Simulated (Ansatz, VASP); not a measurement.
## TaN in VASP and in Ansatz

```
CELL_PARAMETERS angstrom
2.88439 0.00000 0.00000
-1.44219 2.49795 0.00000
0.00000 0.00000 3.06812
ATOMIC_POSITIONS crystal
Ta 0.33333 0.66667 0.50000
N 0.00000 0.00000 0.00000
```

Alike in both runs: task single point; functional PBEsol; k mesh 21 × 21 × 18; occupations gaussian, width 0.15 eV; no spin polarisation.

```csv
,VASP,Ansatz
version,VASP 6.6.1,Ansatz 0.2.0
potentials or method,"VASP PAW PBE potentials, release 64 (Ta_pv, N), cutoff 520 eV","scalar-relativistic, plane waves, PAW"
valence electrons in the cell,16,18
```

```tsv
	VASP	Ansatz	Ansatz less VASP
gap on the k mesh at the Fermi level (eV)	none	none	-
pressure (GPa)	-13.1	-13.7	-0.64
traceless stress, the component that is largest in VASP (GPa)	-32.63	-32.73	-0.105
```

VASP's potentials were made for PBE, not for PBEsol. A gap of «none» marks a metal or a gap that the smearing closes. The functional is the same, so the differences come from potentials, cutoffs and numerics. VASP's potentials hold 16 valence electrons a cell and Ansatz's 18, so a difference there can come from the potentials and not from the codes.

Neither program's run includes spin-orbit coupling.
